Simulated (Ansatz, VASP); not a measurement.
TiHg: VASP beside Ansatz

File INCAR:

```
ALGO = Normal
EDIFF = 1E-6
ENCUT = 520
GGA = CA
ISIF = 2
ISMEAR = -1
LASPH = T
LCHARG = F
LREAL = F
LWAVE = F
NBANDS = 19
NELM = 100
PREC = Accurate
SIGMA = 0.08
```

The input KPOINTS:

```
k-points
0
Gamma
  14 14 10
```

File POSCAR:

```
TiHg
1.0
    2.9339975703      0.0000000000      0.0000000000
    0.0000000000      2.9339975703      0.0000000000
    0.0000000000      0.0000000000      4.0160552695
Ti Hg
1 1
Direct
    0.5000000000      0.5000000000      0.5000000000
    0.0000000000      0.0000000000      0.0000000000
```

Input for Ansatz:

```yaml
crystal:
  lattice:
    - [2.93399757034, 0.0, 0.0]
    - [0.0, 2.93399757034, 0.0]
    - [0.0, 0.0, 4.01605526952]
  atoms:
    - { symbol: Ti, position: [0.5, 0.5, 0.5] }
    - { symbol: Hg, position: [0.0, 0.0, 0.0] }
kpoints:
  mp_grid: { grid: [14, 14, 10] }
scf:
  occupations: { method: fermi_dirac, width: 0.08 }
hamiltonian:
  xc: lda
  pseudopotentials: { kind: all_electron, lapw: { basis_error: 0.001 } }
output:
  forces: true
  stress: true
  eigenvalues: true
  eigenstates:
    nscf_kmesh: { grid: [20, 20, 16] }
    de_dk: true
    e_range: [-14, 14]
  optics:
    e_range: [0, 30]
    de: 0.2
    sigma: 0.15
    bands: { spectra_wanted_up_to: 30 }
    nscf_kmesh: { grid: [20, 20, 16] }
    drude_damping: 0.05
checkpoint:
  write: ck
  write_wavefunctions: false
```

Alike in both runs: task single point; functional LDA; k mesh 14 × 14 × 10; occupations fermi-dirac, width 0.08 eV; no spin polarisation.

|  | VASP | Ansatz |
| --- | --- | --- |
| version | VASP 6.6.1 | Ansatz 0.2.0 |
| potentials or method | VASP PAW LDA potentials, release 64 (Ti_sv, Hg), cutoff 520 eV | all-electron LAPW, scalar-relativistic |

|  | VASP | Ansatz | Ansatz less VASP |
| --- | --- | --- | --- |
| pressure (GPa) | 1.1 | 0.0 | -1.11 |

LDA's correlation is that of Perdew and Zunger in VASP and of Perdew and Wang (1992) in Ansatz. Ansatz ran all-electron here, and VASP with PAW potentials. Ansatz's warnings: optics on partly filled bands.

Neither program's run includes spin-orbit coupling.
